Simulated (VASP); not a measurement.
# Pb (Fm-3m) in VASP: notebook, part 2 of 2

VASP 6.6.1. The steps go on from the part before.

**4. Single point, LDA (volume scaled by 0.88)**

The input, INCAR:

```
SYSTEM = Pb
PREC     = Accurate       ! precision mode
ENCUT    = 520            ! plane-wave cutoff, eV
EDIFF    = 1E-6           ! SCF threshold, eV
ISMEAR   = -1             ! smearing method
SIGMA    = 0.05           ! smearing width, eV
LREAL    = .FALSE.        ! projectors in reciprocal space
LASPH    = .TRUE.         ! aspherical terms in the spheres
NELM     = 100            ! most SCF steps
ALGO     = Normal         ! electronic algorithm
ISIF     = 2              ! what is computed and relaxed
LWAVE    = .FALSE.        ! write WAVECAR
LCHARG   = .FALSE.        ! write CHGCAR
NBANDS   = 13             ! bands
```

The input, KPOINTS:

```
Automatic mesh
0
G
  15 15 15
  0 0 0
```

The input, POSCAR:

```
Pb
1.0
    0.0000000000      2.3380072568      2.3380072568
    2.3380072568      0.0000000000      2.3380072568
    2.3380072568      2.3380072568      0.0000000000
Pb
1
Direct
    0.0000000000      0.0000000000      0.0000000000
```

Potentials or basis: VASP PAW LDA potentials, release 64 (Pb_d).

The run is started by

```console
$ cat potpaw_LDA.64/Pb_d/POTCAR > POTCAR
$ mpirun -np 1 vasp_std > vasp.out
```

OUTCAR:

```text
SYSTEM = Pb
   PREC = Accurate
   ENCUT = 520
   EDIFF = 1E-6
   ISMEAR = -1
   LREAL = .FALSE.
   LASPH = .TRUE.
   NELM = 100
   ISIF = 2

 ion  position               nearest neighbor table
   1  0.000  0.000  0.000-

  LATTYP: Found a face centered cubic cell.
 ALAT       =     4.6760145136

  Lattice vectors:

 A1 = (   0.0000000000,   2.3380072568,   2.3380072568)
 A2 = (   2.3380072568,   0.0000000000,   2.3380072568)
 A3 = (   2.3380072568,   2.3380072568,   0.0000000000)

Analysis of symmetry for initial positions (statically):
=====================================================================
 Subroutine PRICEL returns:
 Original cell was already a primitive cell.

 Routine SETGRP: Setting up the symmetry group for a
 face centered cubic supercell.

 Subroutine GETGRP returns: Found 48 space group operations
 (whereof 48 operations were pure point group operations)
 out of a pool of 48 trial point group operations.

The static configuration has the point symmetry O_h .

Analysis of symmetry for dynamics (positions and initial velocities):
=====================================================================
 Subroutine PRICEL returns:
 Original cell was already a primitive cell.

 Routine SETGRP: Setting up the symmetry group for a
 face centered cubic supercell.

 Subroutine GETGRP returns: Found 48 space group operations
 (whereof 48 operations were pure point group operations)
 out of a pool of 48 trial point group operations.

The dynamic configuration has the point symmetry O_h .

 Subroutine INISYM returns: Found 48 space group operations
 (whereof 48 operations are pure point group operations),
 and found     1 'primitive' translations

----------------------------------------------------------------------------------------

                                     Primitive cell

  volume of cell :      25.5604

  direct lattice vectors                    reciprocal lattice vectors
     0.000000000  2.338007257  2.338007257    -0.213857335  0.213857335  0.213857335
     2.338007257  0.000000000  2.338007257     0.213857335 -0.213857335  0.213857335
     2.338007257  2.338007257  0.000000000     0.213857335  0.213857335 -0.213857335

  length of vectors
[... 112 lines left out ...]
  energy-cutoff  :      520.00
  volume of cell :       25.56
 maximum number of plane-waves:       701
 NGX is ok and might be reduce to    28
   NGX = 13   NGY = 13   NGZ = 13

 number of electron      13.9999999 magnetization

 Free energy of the ion-electron system (eV)
  ---------------------------------------------------
  ext. energy  EPLUGINS =         0.00000000
  ---------------------------------------------------
  free energy    TOTEN  =        -4.16547172 eV

  energy without entropy =       -4.16187953  energy(sigma->0) =       -4.16367562

 E-fermi :   9.2422     XC(G=0): -11.2984

 val. band max:        9.2389351814   @ k =  -0.2000   0.2000   0.0667
 cond. band min:       9.2520864277   @ k =  -0.2000   0.3333   0.1333
 fundamental gap:      0.0131512463
 Fermi energy:         9.2421757006

 k-point     1 :       0.0000    0.0000    0.0000
  band No.  band energies     occupation
      1      -8.0899      2.00000
      2      -8.0899      2.00000
      3      -8.0899      2.00000
      4      -7.8530      2.00000
      5      -7.8530      2.00000
      6      -3.9505      2.00000
      7      17.8602      0.00000
      8      17.8602      0.00000
      9      17.8602      0.00000
     10      18.9659      0.00000
     11      22.7691      0.00000
     12      22.9931      0.00000
     13      22.9931      0.00000
[... 354 lines left out ...]
  band No.  band energies     occupation
      1      -8.1543      2.00000
      2      -7.9824      2.00000
      3      -7.9762      2.00000
      4      -7.9231      2.00000
      5      -7.7987      2.00000
      6      -3.0297      2.00000
      7      13.6072      0.00000
      8      15.3095      0.00000
      9      15.9177      0.00000
     10      18.3573      0.00000
     11      19.6368      0.00000
     12      24.5163      0.00000
     13      25.1422      0.00000

 [... further k-points ...]

------------------------ aborting loop because EDIFF is reached ----------------------------------------

  FORCE on cell =-STRESS in cart. coord.  units (eV):
  Direction    XX          YY          ZZ          XY          YZ          ZX
  --------------------------------------------------------------------------------------
  -------------------------------------------------------------------------------------
  Total        1.4840927      1.4840927      1.4840927      0.0000000      0.0000000      0.0000000
  in kB       93.0259373     93.0259373     93.0259373      0.0000000      0.0000000      0.0000000
  external PRESSURE =      93.0259373 kB  Pullay stress =       0.0000000 kB

 VOLUME and BASIS-vectors are now :
 -----------------------------------------------------------------------------
  energy-cutoff  :      520.00
  volume of cell :       25.56
      direct lattice vectors                 reciprocal lattice vectors
     0.000000000  2.338007257  2.338007257    -0.213857335  0.213857335  0.213857335
     2.338007257  0.000000000  2.338007257     0.213857335 -0.213857335  0.213857335
     2.338007257  2.338007257  0.000000000     0.213857335  0.213857335 -0.213857335

 POSITION                                       TOTAL-FORCE (eV/Angst)
 -----------------------------------------------------------------------------------
      0.00000      0.00000      0.00000         0.000000      0.000000     -0.000000
 -----------------------------------------------------------------------------------
    total drift:                               -0.000000     -0.000000     -0.000000

  FREE ENERGIE OF THE ION-ELECTRON SYSTEM (eV)
  ---------------------------------------------------
  free  energy   TOTEN  =        -4.1654717211 eV

  energy  without entropy=       -4.1618795268  energy(sigma->0) =       -4.16367562
```

Wall time 46 s (1 thread of AMD EPYC 7R13 (Zen 3), shared host); peak memory 0.13 GiB.

Results:

- Free energy: -4.1655 eV
- Pressure: 9.3 GPa
- Band gap on the k mesh: zero (band 7 reaches 17.86 eV, above the bottom of band 8 at 7.19 eV)

Levels at points of the mesh, in eV from the Fermi level:
```csv
k point,band 3,band 4,band 5,band 6,band 7,band 8,band 9,band 10,band 11,band 12
"(0.00, 0.00, 0.00)",-17.33,-17.10,-17.10,-13.19,8.62,8.62,8.62,9.72,13.53,13.75
```

Caveat: spin-orbit coupling is left out, which moves the levels of the heavy elements.

**5. The runs side by side**

```csv
cell,gap on the mesh (eV),pressure (GPa)
"a = 3.034 Å, angles 60.0°, 1 atom",none,52.6
"a = 3.176 Å, angles 60.0°, 1 atom",none,24.2
"a = 3.306 Å, angles 60.0°, 1 atom",none,9.3
```

Alike in all rows: task single point; level LDA; potentials or basis VASP PAW LDA potentials, release 64 (Pb_d); no spin polarisation; k mesh 15 × 15 × 15; cutoff (eV) 520; smearing fermi-dirac 0.05 eV.

Caveats: spin-orbit coupling is left out, which moves the levels of the heavy elements.

Total energies depend on the potentials used, so only differences within one code and one set of settings carry meaning.
